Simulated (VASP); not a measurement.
Crystal: CdS.

```
CELL_PARAMETERS angstrom
0.00000 2.90651 2.47053
2.90651 0.00000 2.47053
2.90651 2.90651 0.00000
ATOMIC_POSITIONS crystal
Cd 0.00000 0.00000 0.00000
S 0.50000 0.50000 0.50000
```

This cell differs from its parent crystal: ratio of the length along z to the lengths across it x 0.85, volume and fractional coordinates fixed.

Base run:

| Quantity | Value |
| --- | --- |
| Program | VASP 6.6.1 |
| Functional | PBE |
| Potentials or basis | VASP PAW PBE potentials, release 64 (Cd, S) |
| Cutoff | 520 eV |
| k mesh | 12 × 12 × 12 |
| Occupations | gaussian, width 0.03 eV |
| Spin | no spin polarisation |

Its results: band gap on the k mesh zero (band 9 reaches 2.98 eV, above the bottom of band 10 at 2.80 eV); pressure 4.0 GPa.

Question: The run is repeated on the same cell with these changes: potentials or basis from VASP PAW PBE potentials, release 64 (Cd, S) to VASP PAW PBE potentials, release 64 (Cd_sv_GW, S); cutoff from 520 eV to 540 eV; further incar settings from ALGO = Normal; EDIFF = 1e-07; NBANDS = 16 to ALGO = Normal; EDIFF = 1e-06; NBANDS = 20; valence electrons from 18 to 26. What comes out?

Answer: Band gap on the k mesh zero (band 13 reaches 4.83 eV, above the bottom of band 14 at 4.65 eV); pressure 2.2 GPa.
